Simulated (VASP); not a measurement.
Input of a VASP 6.6.1 run:

File INCAR:

```
SYSTEM = In
ALGO = Normal
EDIFF = 1E-7
ENCUT = 520
GGA = PE
GGA_COMPAT = .False.
ISIF = 2
ISMEAR = -1
LASPH = .True.
LCHARG = .True.
LORBIT = 11
LORBMOM = .True.
LREAL = .False.
LSORBIT = .True.
LVHAR = .True.
LWAVE = .False.
MAGMOM = 0 0 0 0 0 0
NBANDS = 38
NELM = 150
PREC = Accurate
SIGMA = 0.1
```

The input KPOINTS:

```
k-points
0
Gamma
  8 8 8
  0 0 0
```

Contents of POSCAR:

```
In
1.0
    0.0000000000      3.3638628127      3.3638628127
    3.3638628127      0.0000000000      3.3638628127
    3.3638628127      3.3638628127      0.0000000000
In
2
Direct
    0.1250000000      0.1250000000      0.1250000000
    0.8750000000      0.8750000000      0.8750000000
```

Potentials or basis: VASP PAW PBE potentials, release 64 (In_d).

Command:

```console
$ cat potpaw_PBE.64/In_d/POTCAR > POTCAR
$ mpirun -np 1 vasp_ncl > vasp.out
```

(1) Estimate the net moment.

(2) Estimate the pressure.

Results:

(1) 0.00 μB per cell.

(2) -0.1 GPa.
